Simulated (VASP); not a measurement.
# LiF (P6_3mc) in VASP: further runs

The runs below take LiF through single point, with PBE.

Program: VASP 6.6.1. These are calculated values, not measurements. Logs are shortened: lines on timing, memory, paths and dates and some standing lists are left out, and cuts for length are marked.

## 1. The cell of the first run

The structure is hexagonal, space group P6_3mc (No. 186). The conventional cell has a = 3.081 Å, b = 3.081 Å, c = 4.839 Å, α = 90.00°, β = 90.00°, γ = 120.00°. Within 2.5 Å of F (site symmetry 3m) lie 4 Li at 1.86 to 1.87 Å. Li (site symmetry 3m) has 4 F at 1.86 to 1.87 Å within 2.5 Å.

## 2. Single point, PBE

INCAR reads:

```
PREC = Accurate
ENCUT = 520
EDIFF = 1E-6
ISMEAR = -1
SIGMA = 0.05
LREAL = F
LASPH = T
NELM = 80
ALGO = Normal
ISIF = 2
LWAVE = F
LCHARG = F
GGA = PE
NBANDS = 18
```

KPOINTS reads:

```
regular mesh
0
Gamma
  10 10 6
```

POSCAR reads:

```
LiF
1.0
    3.0812115329      0.0000000000      0.0000000000
   -1.5406057664      2.6684074619      0.0000000000
    0.0000000000      0.0000000000      4.8391620844
F Li
2 2
Direct
    0.6666666667      0.3333333333      0.4938437400
    0.3333333333      0.6666666667      0.9938437400
    0.6666666667      0.3333333333      0.8811542600
    0.3333333333      0.6666666667      0.3811542600
```

Potentials or basis: VASP PAW PBE potentials, release 64 (F, Li_sv).

Run with:

```console
> cat potpaw_PBE.64/F/POTCAR potpaw_PBE.64/Li_sv/POTCAR > POTCAR
> mpirun -np 1 vasp_std > vasp.out
```

OUTCAR:

```text
PREC = Accurate
   ENCUT = 520
   EDIFF = 1E-6
   ISMEAR = -1
   LREAL = F
   LASPH = T
   NELM = 80
   ISIF = 2
   GGA = PE

 ion  position               nearest neighbor table
   1  0.667  0.333  0.494-   4 1.86   4 1.86   4 1.86   3 1.87
   2  0.333  0.667  0.994-   3 1.86   3 1.86   3 1.86   4 1.87
   3  0.667  0.333  0.881-   2 1.86   2 1.86   2 1.86   1 1.87
   4  0.333  0.667  0.381-   1 1.86   1 1.86   1 1.86   2 1.87

  LATTYP: Found a hexagonal cell.
 ALAT       =     3.0812115329
 C/A-ratio  =     1.5705387419

  Lattice vectors:

 A1 = (   3.0812115329,   0.0000000000,   0.0000000000)
 A2 = (  -1.5406057664,   2.6684074619,   0.0000000000)
 A3 = (   0.0000000000,   0.0000000000,   4.8391620844)

Analysis of symmetry for initial positions (statically):
=====================================================================
 Subroutine PRICEL returns:
 Original cell was already a primitive cell.

 Routine SETGRP: Setting up the symmetry group for a
 hexagonal supercell.

 Subroutine GETGRP returns: Found 12 space group operations
 (whereof  6 operations were pure point group operations)
 out of a pool of 24 trial point group operations.

The static configuration has the point symmetry C_3v.
 The point group associated with its full space group is C_6v.

Analysis of symmetry for dynamics (positions and initial velocities):
=====================================================================
 Subroutine PRICEL returns:
 Original cell was already a primitive cell.

 Routine SETGRP: Setting up the symmetry group for a
 hexagonal supercell.

 Subroutine GETGRP returns: Found 12 space group operations
 (whereof  6 operations were pure point group operations)
 out of a pool of 24 trial point group operations.

The dynamic configuration has the point symmetry C_3v.
 The point group associated with its full space group is C_6v.

 Subroutine INISYM returns: Found 12 space group operations
 (whereof  6 operations are pure point group operations),
 and found     1 'primitive' translations

----------------------------------------------------------------------------------------

                                     Primitive cell

  volume of cell :      39.7872

  direct lattice vectors                    reciprocal lattice vectors
[... 83 lines left out ...]
   ISTART =      0    job   : 0-new  1-cont  2-samecut
   ICHARG =      2    charge: 1-file 2-atom 10-const
   ISPIN  =      1    spin polarized calculation?
   LNONCOLLINEAR =      F non collinear calculations
   LSORBIT =      F    spin-orbit coupling
   LASPH  =      T    aspherical Exc in radial PAW
   ENCUT  =  520.0 eV  38.22 Ry    6.18 a.u.   5.73  5.73  9.00*2*pi/ulx,y,z
   NELM   =     80;   NELMIN=  2; NELMDL= -5     # of ELM steps
   EDIFF  = 0.1E-05   stopping-criterion for ELM
   LREAL  =      F    real-space projection
   EDIFFG = 0.1E-04   stopping-criterion for IOM
   NSW    =      0    number of steps for IOM
   IBRION =     -1    ionic relax: 0-MD 1-quasi-New 2-CG
   NFREE  =      0    steps in history (QN), initial steepest desc. (CG)
   ISIF   =      2    stress and relaxation
   ISYM   =      2    0-nonsym 1-usesym 2-fastsym
   POTIM  = 0.5000    time-step for ionic-motion
   TEBEG  =    0.0;   TEEND  =   0.0 temperature during run
   PSTRESS=    0.0 pullay stress
   NELECT =      20.0000    total number of electrons
   NUPDOWN=      -1.0000    fix difference up-down
   EMIN   =  10.00;   EMAX   =-10.00  energy-range for DOS
   EFERMI =   0.00;   METHOD = LEGACY
   ISMEAR =    -1;   SIGMA  =   0.05  broadening in eV -4-tet -1-fermi 0-gaus
   EFERMI_NEDOS =   21; number of points for ismear=-14 and -15
   IALGO  =     38    algorithm
   IMIX   =      4    mixing-type and parameters
     AMIX     =   0.40;   BMIX     =  1.00
     AMIX_MAG =   1.60;   BMIX_MAG =  1.00
  volume/ion in A,a.u.               =       9.95        67.12
  Fermi-wavevector in a.u.,A,eV,Ry     =   1.301678  2.459815 23.053242  1.694366
  Thomas-Fermi vector in A             =   2.432796
   LORBIT       =      0    0 simple, 1 ext, 2 COOP (PROOUT), +10 PAW based schemes
   GGA     = PE    functional components
   LHFCALC =     F    Hartree Fock is set to
   AEXX    =    0.0000 exact exchange contribution
   IVDW    =     0    specifies the selected vdW correction
   LEPSILON=     F    determine dielectric tensor
   LRPA    =     F    only Hartree local field effects (RPA)
 non-spin polarized calculation
  energy-cutoff  :      520.00
  volume of cell :       39.79
 maximum number of plane-waves:      1085
 NGX is ok and might be reduce to    24
   NGX = 11   NGY = 11   NGZ = 17

 number of electron      20.0000002 magnetization

 Free energy of the ion-electron system (eV)
  ---------------------------------------------------
  ext. energy  EPLUGINS =         0.00000000
  ---------------------------------------------------
  free energy    TOTEN  =       -19.28614689 eV

  energy without entropy =      -19.28614689  energy(sigma->0) =      -19.28614689

 E-fermi :  -1.4101     XC(G=0):  -8.8248

 val. band max:       -2.4799315524   @ k =   0.0000   0.0000   0.0000
 cond. band min:       5.3234416761   @ k =   0.0000   0.0000   0.0000
 fundamental gap:      7.8033732285
 Fermi energy:        -1.4100617172

 k-point     1 :       0.0000    0.0000    0.0000
  band No.  band energies     occupation
      1     -42.9198      2.00000
      2     -42.8796      2.00000
      3     -21.9148      2.00000
      4     -21.6815      2.00000
      5      -4.6314      2.00000
      6      -2.9407      2.00000
[... 481 lines left out ...]
      5      -4.4294      2.00000
      6      -3.8257      2.00000
[... 10 lines left out ...]
     17      16.7489      0.00000
     18      18.3642      0.00000

 [... further k-points ...]
[... 5 lines left out ...]
  --------------------------------------------------------------------------------------
  -------------------------------------------------------------------------------------
  Total        0.5675084      0.5675084      0.4763727      0.0000000     -0.0000000      0.0000000
  in kB       22.8527796     22.8527796     19.1828698      0.0000000     -0.0000000      0.0000000
  external PRESSURE =      21.6294763 kB  Pullay stress =       0.0000000 kB

 VOLUME and BASIS-vectors are now :
 -----------------------------------------------------------------------------
  energy-cutoff  :      520.00
  volume of cell :       39.79
      direct lattice vectors                 reciprocal lattice vectors
     3.081211533  0.000000000  0.000000000     0.324547662  0.187377680  0.000000000
    -1.540605766  2.668407462  0.000000000     0.000000000  0.374755360  0.000000000
     0.000000000  0.000000000  4.839162084     0.000000000  0.000000000  0.206647346

 POSITION                                       TOTAL-FORCE (eV/Angst)
 -----------------------------------------------------------------------------------
      1.54061      0.88947      2.38979        -0.000000      0.000000      0.004648
     -0.00000      1.77894      4.80937        -0.000000     -0.000000      0.004648
      1.54061      0.88947      4.26405        -0.000000      0.000000     -0.004648
     -0.00000      1.77894      1.84447         0.000000      0.000000     -0.004648
 -----------------------------------------------------------------------------------
    total drift:                                0.000000      0.000001     -0.006680

  FREE ENERGIE OF THE ION-ELECTRON SYSTEM (eV)
  ---------------------------------------------------
  free  energy   TOTEN  =       -19.2861468863 eV

  energy  without entropy=      -19.2861468863  energy(sigma->0) =      -19.28614689
```

stdout:

```text
POSCAR found type information on POSCAR F Li
 POSCAR found :  2 types and       4 ions
 scaLAPACK will be used
 LDA part: xc-table for (Slater+PW92), standard interpolation
 POSCAR, INCAR and KPOINTS ok, starting setup
 FFT: planning ... GRIDC
 FFT: planning ... GRID_SOFT
 FFT: planning ... GRID
 WAVECAR not read
 entering main loop
```

It took 33 s on 1 thread of Intel Xeon Platinum 8259CL at 2.50GHz (Skylake/Cascade Lake), shared host; peak memory 0.16 GiB.

What came out:

```
Free energy            : -19.2861 eV
Largest force          : 0.005 eV/Å
Band gap on the k mesh : 7.80 eV
```

Forces on the atoms (eV/Å):
```
F    0.000  0.000  0.005
F    0.000  0.000  0.005
Li   0.000  0.000 -0.005
Li   0.000  0.000 -0.005
```

Caveat: the cutoff is under 1.25 times the usual one of these potentials, so pressure, stress and relaxed cells hold a basis-set (Pulay) error.

## 3. Single point, PBE

This run uses another cell than the first one, of 10.14 Å³/atom.

INCAR reads:

```
SYSTEM = LiF
PREC = Accurate ; ENCUT = 520
EDIFF = 1E-6 ; ISMEAR = -1
SIGMA = 0.05 ; LREAL = .FALSE.
LASPH = .TRUE. ; NELM = 80
ALGO = Normal ; ISIF = 2
LWAVE = .FALSE. ; LCHARG = .FALSE.
GGA = PE ; NBANDS = 18
```

KPOINTS reads:

```
regular mesh
0
G
  10 10 6
  0 0 0
```

POSCAR reads:

```
LiF
1.0
    3.1012199606      0.0000000000      0.0000000000
   -1.5506099803      2.6857352686      0.0000000000
    0.0000000000      0.0000000000      4.8705860953
F Li
2 2
Direct
    0.6666666667      0.3333333333      0.4938437400
    0.3333333333      0.6666666667      0.9938437400
    0.6666666667      0.3333333333      0.8811542600
    0.3333333333      0.6666666667      0.3811542600
```

Potentials or basis: VASP PAW PBE potentials, release 64 (F, Li_sv).

Run with:

```console
> cat potpaw_PBE.64/F/POTCAR potpaw_PBE.64/Li_sv/POTCAR > POTCAR
> mpirun -np 1 vasp_std > vasp.out
```

OUTCAR:

```text
SYSTEM = LiF
   PREC = Accurate
   ENCUT = 520
   EDIFF = 1E-6
   ISMEAR = -1
   LREAL = .FALSE.
   LASPH = .TRUE.
   NELM = 80
   ISIF = 2
   GGA = PE

 ion  position               nearest neighbor table
   1  0.667  0.333  0.494-   4 1.87   4 1.87   4 1.87   3 1.89
   2  0.333  0.667  0.994-   3 1.87   3 1.87   3 1.87   4 1.89
   3  0.667  0.333  0.881-   2 1.87   2 1.87   2 1.87   1 1.89
   4  0.333  0.667  0.381-   1 1.87   1 1.87   1 1.87   2 1.89

  LATTYP: Found a hexagonal cell.
 ALAT       =     3.1012199606
 C/A-ratio  =     1.5705387419

  Lattice vectors:

 A1 = (   3.1012199606,   0.0000000000,   0.0000000000)
 A2 = (  -1.5506099803,   2.6857352686,   0.0000000000)
 A3 = (   0.0000000000,   0.0000000000,   4.8705860953)

Analysis of symmetry for initial positions (statically):
=====================================================================
 Subroutine PRICEL returns:
 Original cell was already a primitive cell.

 Routine SETGRP: Setting up the symmetry group for a
 hexagonal supercell.

 Subroutine GETGRP returns: Found 12 space group operations
 (whereof  6 operations were pure point group operations)
[... 172 lines left out ...]
 val. band max:       -2.5686002133   @ k =   0.0000   0.0000   0.0000
 cond. band min:       5.1327943761   @ k =   0.0000   0.0000   0.0000
 fundamental gap:      7.7013945894
 Fermi energy:        -1.5360632410

 k-point     1 :       0.0000    0.0000    0.0000
  band No.  band energies     occupation
      1     -43.0615      2.00000
      2     -43.0247      2.00000
      3     -21.9707      2.00000
      4     -21.7455      2.00000
      5      -4.6635      2.00000
      6      -3.0173      2.00000
[... 481 lines left out ...]
      5      -4.4657      2.00000
      6      -3.8808      2.00000
[... 10 lines left out ...]
     17      16.4728      0.00000
     18      18.0111      0.00000

 [... further k-points ...]

------------------------ aborting loop because EDIFF is reached ----------------------------------------

  FORCE on cell =-STRESS in cart. coord.  units (eV):
  Direction    XX          YY          ZZ          XY          YZ          ZX
  --------------------------------------------------------------------------------------
  -------------------------------------------------------------------------------------
  Total        0.2768205      0.2768205      0.2050510      0.0000000      0.0000000      0.0000000
  in kB       10.9328104     10.9328104      8.0983320      0.0000000      0.0000000      0.0000000
  external PRESSURE =       9.9879843 kB  Pullay stress =       0.0000000 kB

 VOLUME and BASIS-vectors are now :
 -----------------------------------------------------------------------------
  energy-cutoff  :      520.00
  volume of cell :       40.57
      direct lattice vectors                 reciprocal lattice vectors
     3.101219961  0.000000000  0.000000000     0.322453748  0.186168758  0.000000000
    -1.550609980  2.685735269  0.000000000     0.000000000  0.372337517  0.000000000
     0.000000000  0.000000000  4.870586095     0.000000000  0.000000000  0.205314100

 POSITION                                       TOTAL-FORCE (eV/Angst)
 -----------------------------------------------------------------------------------
      1.55061      0.89525      2.40531         0.000000     -0.000000      0.007147
     -0.00000      1.79049      4.84060        -0.000000      0.000000      0.007147
      1.55061      0.89525      4.29174        -0.000000      0.000000     -0.007147
     -0.00000      1.79049      1.85644         0.000000     -0.000000     -0.007147
 -----------------------------------------------------------------------------------
    total drift:                                0.000000      0.000001     -0.006043

  FREE ENERGIE OF THE ION-ELECTRON SYSTEM (eV)
  ---------------------------------------------------
  free  energy   TOTEN  =       -19.2958814816 eV

  energy  without entropy=      -19.2958814816  energy(sigma->0) =      -19.29588148
```

Wall time 34 s (1 thread of Intel Xeon Platinum 8259CL at 2.50GHz (Skylake/Cascade Lake), shared host); peak memory 0.16 GiB.

Results:

```
Free energy            : -19.2959 eV
Largest force          : 0.007 eV/Å
Band gap on the k mesh : 7.70 eV
```

Forces on the atoms (eV/Å):
```
F    0.000  0.000  0.007
F    0.000  0.000  0.007
Li   0.000  0.000 -0.007
Li   0.000  0.000 -0.007
```

Caveat: the cutoff is under 1.25 times the usual one of these potentials, so pressure, stress and relaxed cells hold a basis-set (Pulay) error. A k mesh can miss the band edges.
